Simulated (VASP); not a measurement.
# H15NO6 in VASP: notebook

Runs on H15NO6. Level: PBEsol. Tasks: single point.

All numbers are computed with VASP 6.6.1; they aren't measurements. Logs are shortened: lines on timing, memory, paths and dates and some standing lists are left out, and cuts for length are marked.

## Step 1: The cell of the first run

The cell holds an amorphous packing of atoms, 22 atoms: a = 6.028 Å, b = 6.028 Å, c = 6.028 Å, α = 90.00°, β = 90.00°, γ = 90.00°.

## Step 2: Single point, PBEsol

The input, INCAR:

```
SYSTEM = H15NO6
ALGO = Normal
EDIFF = 1E-6
ENCUT = 520
GGA = PS
ISIF = 2
ISMEAR = -1
LASPH = .True.
LCHARG = .True.
LELF = .True.
LREAL = Auto
LVHAR = .True.
LWAVE = .False.
NBANDS = 45
NELM = 60
PREC = Accurate
SIGMA = 0.02
```

The input, KPOINTS:

```
k-points
0
Gamma
  1 1 1
  0 0 0
```

The input, POSCAR:

```
H15NO6
1.0
    6.0276500000      0.0000000000      0.0000000000
    0.0000000000      6.0276500000      0.0000000000
    0.0000000000      0.0000000000      6.0276500000
O H N
6 15 1
Direct
    0.0485595547      0.9477988934      0.2811211666
    0.3454911947      0.6748898825      0.4645259761
    0.7325076937      0.6305110615      0.1395568754
    0.5078927940      0.0957753021      0.4942390484
    1.0747140262      0.3567891301      0.4532612212
    0.6942340713      0.2321136761      1.0102942274
    0.1635131436      0.8523885760      0.3749222334
   -0.0739923519      0.8354167876      0.2588405100
    0.2890015180      0.5289457749      0.4814811743
    0.4673794928      0.6856901114      0.3604057966
    0.7434572346      0.4593166491      0.0952444153
    0.6574535681      0.6859555548      0.0080130731
    0.4595323219     -0.0579993862      0.5196386652
    0.3731139001      0.1548032815      0.5774057883
    0.9474173185      0.3938848473      0.5426161108
    1.0409197614      0.2051379891      0.3715876005
    0.7798063922      0.1404195665      0.9147345981
    0.5930503596      0.1374499183      1.0738679253
    0.1339659735      0.1839356963      0.7551533350
    0.1270976251      0.0792514496      1.0064950686
    0.0807279786     -0.1016150573      0.8028999693
    0.0741748443      0.0562905942      0.8472622000
```

Potentials or basis: VASP PAW PBE potentials, release 64 (O, H, N).

Command:

```bash
cat potpaw_PBE.64/O/POTCAR potpaw_PBE.64/H/POTCAR potpaw_PBE.64/N/POTCAR > POTCAR
mpirun -np 1 vasp_gam > vasp.out
```

OUTCAR:

```text
SYSTEM = H15NO6
   EDIFF = 1E-6
   ENCUT = 520
   GGA = PS
   ISIF = 2
   ISMEAR = -1
   LASPH = .True.
   LREAL = Auto
   NELM = 60
   PREC = Accurate

 ion  position               nearest neighbor table
   1  0.049  0.948  0.281-   8 1.01   7 1.06
   2  0.345  0.675  0.465-   9 0.95  10 0.97
   3  0.733  0.631  0.140-  12 0.97  11 1.07
   4  0.508  0.096  0.494-  13 0.98  14 1.02
   5  0.075  0.357  0.453-  15 0.96  16 1.06
   6  0.694  0.232  0.010-  18 0.92  17 0.95
   7  0.164  0.852  0.375-   1 1.06
   8  0.926  0.835  0.259-   1 1.01
   9  0.289  0.529  0.481-   2 0.95
  10  0.467  0.686  0.360-   2 0.97
  11  0.743  0.459  0.095-   3 1.07
  12  0.657  0.686  0.008-   3 0.97
  13  0.460  0.942  0.520-   4 0.98
  14  0.373  0.155  0.577-   4 1.02
  15  0.947  0.394  0.543-   5 0.96
  16  0.041  0.205  0.372-   5 1.06
  17  0.780  0.140  0.915-   6 0.95
  18  0.593  0.137  0.074-   6 0.92
  19  0.134  0.184  0.755-  22 1.01
  20  0.127  0.079  0.006-  22 1.02
  21  0.081  0.898  0.803-  22 0.99
  22  0.074  0.056  0.847-  21 0.99  19 1.01  20 1.02

  LATTYP: Found a simple cubic cell.
 ALAT       =     6.0276500000

  Lattice vectors:

 A1 = (   6.0276500000,   0.0000000000,   0.0000000000)
 A2 = (   0.0000000000,   6.0276500000,   0.0000000000)
 A3 = (   0.0000000000,   0.0000000000,   6.0276500000)

Analysis of symmetry for initial positions (statically):
=====================================================================
 Subroutine PRICEL returns:
 Original cell was already a primitive cell.

 Routine SETGRP: Setting up the symmetry group for a
 simple cubic supercell.

 Subroutine GETGRP returns: Found  1 space group operations
 (whereof  1 operations were pure point group operations)
 out of a pool of 48 trial point group operations.

The static configuration has the point symmetry C_1 .

Analysis of symmetry for dynamics (positions and initial velocities):
=====================================================================
 Subroutine PRICEL returns:
 Original cell was already a primitive cell.

 Routine SETGRP: Setting up the symmetry group for a
 simple cubic supercell.

 Subroutine GETGRP returns: Found  1 space group operations
 (whereof  1 operations were pure point group operations)
 out of a pool of 48 trial point group operations.

The dynamic configuration has the point symmetry C_1 .

 Subroutine INISYM returns: Found  1 space group operations
 (whereof  1 operations are pure point group operations),
 and found     1 'primitive' translations

----------------------------------------------------------------------------------------

                                     Primitive cell

  volume of cell :     219.0000

  direct lattice vectors                    reciprocal lattice vectors
     6.027650000  0.000000000  0.000000000     0.165902134  0.000000000  0.000000000
     0.000000000  6.027650000  0.000000000     0.000000000  0.165902134  0.000000000
     0.000000000  0.000000000  6.027650000     0.000000000  0.000000000  0.165902134

  length of vectors
     6.027650000  6.027650000  6.027650000     0.165902134  0.165902134  0.165902134

  position of ions in fractional coordinates (direct lattice)
     0.048559555  0.947798893  0.281121167
     0.345491195  0.674889882  0.464525976
     0.732507694  0.630511062  0.139556875
     0.507892794  0.095775302  0.494239048
     0.074714026  0.356789130  0.453261221
     0.694234071  0.232113676  0.010294227
[... 14 lines left out ...]
     0.080727979  0.898384943  0.802899969
     0.074174844  0.056290594  0.847262200

  ion indices of the primitive-cell ions
   primitive index   ion index
                 1           1
                 2           2
                 3           3
                 4           4
                 5           5
                 6           6
[... 14 lines left out ...]
                21          21
                22          22

----------------------------------------------------------------------------------------

 KPOINTS: k-points

Automatic generation of k-mesh.
 Grid dimensions read from file:
 generate k-points for:    1    1    1

 Generating k-lattice:

  Cartesian coordinates                     Fractional coordinates (reciprocal lattice)
     0.165902134  0.000000000  0.000000000     1.000000000  0.000000000  0.000000000
     0.000000000  0.165902134  0.000000000     0.000000000  1.000000000  0.000000000
     0.000000000  0.000000000  0.165902134     0.000000000  0.000000000  1.000000000

  Length of vectors
     0.165902134  0.165902134  0.165902134

  Shift w.r.t. Gamma in fractional coordinates (k-lattice)
     0.000000000  0.000000000  0.000000000

 Subroutine IBZKPT returns following result:
 ===========================================

 Found      1 irreducible k-points:

 Following reciprocal coordinates:
            Coordinates               Weight
  0.000000  0.000000  0.000000      1.000000
   k-points           NKPTS =      1   k-points in BZ     NKDIM =      1   number of bands    NBANDS=     45
   number of dos      NEDOS =    301   number of ions     NIONS =     22
   total plane-waves  NPLWV = 110592
   dimension x,y,z NGX =    48 NGY =   48 NGZ =   48
   dimension x,y,z NGXF=    96 NGYF=   96 NGZF=   96
   ions per type =               6  15   1
   NGX,Y,Z   is equivalent  to a cutoff of  13.24, 13.24, 13.24 a.u.
   NGXF,Y,Z  is equivalent  to a cutoff of  26.48, 26.48, 26.48 a.u.
 SYSTEM =  H15NO6
   PREC   = accura    normal or accurate (medium, high low for compatibility)
   ISTART =      0    job   : 0-new  1-cont  2-samecut
   ICHARG =      2    charge: 1-file 2-atom 10-const
   ISPIN  =      1    spin polarized calculation?
   LNONCOLLINEAR =      F non collinear calculations
   LSORBIT =      F    spin-orbit coupling
   LASPH  =      T    aspherical Exc in radial PAW
   ENCUT  =  520.0 eV  38.22 Ry    6.18 a.u.  11.21 11.21 11.21*2*pi/ulx,y,z
   NELM   =     60;   NELMIN=  2; NELMDL= -5     # of ELM steps
   EDIFF  = 0.1E-05   stopping-criterion for ELM
   LREAL  =      T    real-space projection
   EDIFFG = 0.1E-04   stopping-criterion for IOM
   NSW    =      0    number of steps for IOM
   IBRION =     -1    ionic relax: 0-MD 1-quasi-New 2-CG
   NFREE  =      0    steps in history (QN), initial steepest desc. (CG)
   ISIF   =      2    stress and relaxation
   ISYM   =      2    0-nonsym 1-usesym 2-fastsym
   POTIM  = 0.5000    time-step for ionic-motion
   TEBEG  =    0.0;   TEEND  =   0.0 temperature during run
   PSTRESS=    0.0 pullay stress
   NELECT =      56.0000    total number of electrons
   NUPDOWN=      -1.0000    fix difference up-down
   EMIN   =  10.00;   EMAX   =-10.00  energy-range for DOS
   EFERMI =   0.00;   METHOD = LEGACY
   ISMEAR =    -1;   SIGMA  =   0.02  broadening in eV -4-tet -1-fermi 0-gaus
   EFERMI_NEDOS =   21; number of points for ismear=-14 and -15
   IALGO  =     38    algorithm
   IMIX   =      4    mixing-type and parameters
     AMIX     =   0.40;   BMIX     =  1.00
     AMIX_MAG =   1.60;   BMIX_MAG =  1.00
  volume/ion in A,a.u.               =       9.95        67.18
  Fermi-wavevector in a.u.,A,eV,Ry     =   1.039097  1.963609 14.690521  1.079723
  Thomas-Fermi vector in A             =   2.173612
   LORBIT       =      0    0 simple, 1 ext, 2 COOP (PROOUT), +10 PAW based schemes
   GGA     = PS    functional components
   LHFCALC =     F    Hartree Fock is set to
   AEXX    =    0.0000 exact exchange contribution
   IVDW    =     0    specifies the selected vdW correction
   LEPSILON=     F    determine dielectric tensor
   LRPA    =     F    only Hartree local field effects (RPA)
 non-spin polarized calculation
  energy-cutoff  :      520.00
  volume of cell :      219.00
 maximum number of plane-waves:      2944
 NGX is ok and might be reduce to    48
   NGX = 23   NGY = 23   NGZ = 23

 number of electron      56.0000004 magnetization

 Free energy of the ion-electron system (eV)
  ---------------------------------------------------
  ext. energy  EPLUGINS =         0.00000000
  ---------------------------------------------------
  free energy    TOTEN  =      -107.03253959 eV

  energy without entropy =     -107.03253959  energy(sigma->0) =     -107.03253959

 E-fermi :  -2.2222     XC(G=0):  -6.7473

 val. band max:       -2.7977473379   @ k =   0.0000   0.0000   0.0000
 cond. band min:       0.9354528983   @ k =   0.0000   0.0000   0.0000
 fundamental gap:      3.7332002362
 Fermi energy:        -2.2221703794

 k-point     1 :       0.0000    0.0000    0.0000
  band No.  band energies     occupation
      1     -22.7279      2.00000
      2     -22.6339      2.00000
      3     -21.6472      2.00000
      4     -21.4775      2.00000
      5     -21.4158      2.00000
      6     -20.9195      2.00000
[... 32 lines left out ...]
     39       7.4579      0.00000
     40       7.8478      0.00000
 [bands above 40 left out]

------------------------ aborting loop because EDIFF is reached ----------------------------------------

  FORCE on cell =-STRESS in cart. coord.  units (eV):
  Direction    XX          YY          ZZ          XY          YZ          ZX
  --------------------------------------------------------------------------------------
  -------------------------------------------------------------------------------------
  Total        1.4250528      2.9010709      3.3923343      0.3764428     -1.1340509     -2.7498566
  in kB       10.4255132     21.2238834     24.8179068      2.7540097     -8.2965792    -20.1176175
  external PRESSURE =      18.8224345 kB  Pullay stress =       0.0000000 kB

 VOLUME and BASIS-vectors are now :
 -----------------------------------------------------------------------------
  energy-cutoff  :      520.00
  volume of cell :      219.00
      direct lattice vectors                 reciprocal lattice vectors
     6.027650000  0.000000000  0.000000000     0.165902134  0.000000000  0.000000000
     0.000000000  6.027650000  0.000000000     0.000000000  0.165902134  0.000000000
     0.000000000  0.000000000  6.027650000     0.000000000  0.000000000  0.165902134

 POSITION                                       TOTAL-FORCE (eV/Angst)
 -----------------------------------------------------------------------------------
      0.29270      5.71300      1.69450         0.597989     -1.603073      1.496789
      2.08250      4.06800      2.80000         0.637601      2.875104      0.584527
      4.41530      3.80050      0.84120        -0.033866     -1.064293     -0.050117
      3.06140      0.57730      2.97910        -1.709074      0.229674      1.139573
      0.45035      2.15060      2.73210         0.251596     -1.384396     -0.662935
      4.18460      1.39910      0.06205         0.365046      2.649578     -0.389054
[... 14 lines left out ...]
      0.48660      5.41515      4.83960         0.562798     -0.890823     -0.802252
      0.44710      0.33930      5.10700        -0.495138      1.905360      1.182748
 -----------------------------------------------------------------------------------
    total drift:                                0.005465     -0.000873      0.002130

  FREE ENERGIE OF THE ION-ELECTRON SYSTEM (eV)
  ---------------------------------------------------
  free  energy   TOTEN  =      -107.0325395901 eV

  energy  without entropy=     -107.0325395901  energy(sigma->0) =     -107.03253959
```

Wall time 25 s (1 thread of AMD EPYC 7R13 (Zen 3), shared host); peak memory 0.28 GiB.

Results:

- Free energy: -107.0325 eV
- Pressure: 1.9 GPa
- Largest force: 3.367 eV/Å
- Band gap on the k mesh: 3.73 eV

Forces on the atoms (eV/Å):
```
O    0.598 -1.603  1.497
O    0.638  2.875  0.585
O   -0.034 -1.064 -0.050
O   -1.709  0.230  1.140
O    0.252 -1.384 -0.663
O    0.365  2.650 -0.389
H   -1.069  0.773 -1.201
H    0.387  0.621 -0.284
H   -1.027 -2.008 -0.323
H    0.668 -0.770 -0.730
H   -0.186  1.181  0.657
H   -0.049  0.277 -0.100
H    0.653 -0.387 -0.119
H    1.351  0.301 -0.922
H   -0.546 -0.087  0.036
H    0.136  0.817  0.852
H    2.100 -0.852 -1.385
H   -2.340 -1.514  1.888
H   -0.057 -0.539 -0.877
H   -0.198 -0.529  0.009
H    0.563 -0.891 -0.802
N   -0.495  1.905  1.183
```

Stress tensor (GPa, compression positive):
```
 1.04  0.28 -2.01
 0.28  2.12 -0.83
-2.01 -0.83  2.48
```

Levels at points of the mesh, in eV from the valence-band top:
```csv
k point,band 24,band 25,band 26,band 27,band 28,band 29,band 30,band 31,band 32,band 33
"(0.00, 0.00, 0.00)",-1.31,-1.28,-0.79,-0.73,0.00,3.73,6.86,7.37,7.57,8.16
```

Caveat: the k points lie up to 1.04 Å⁻¹ apart; the PAW data sets were made with another functional, which shifts forces and pressure a little.

(Part 1 of 2 ends here.)
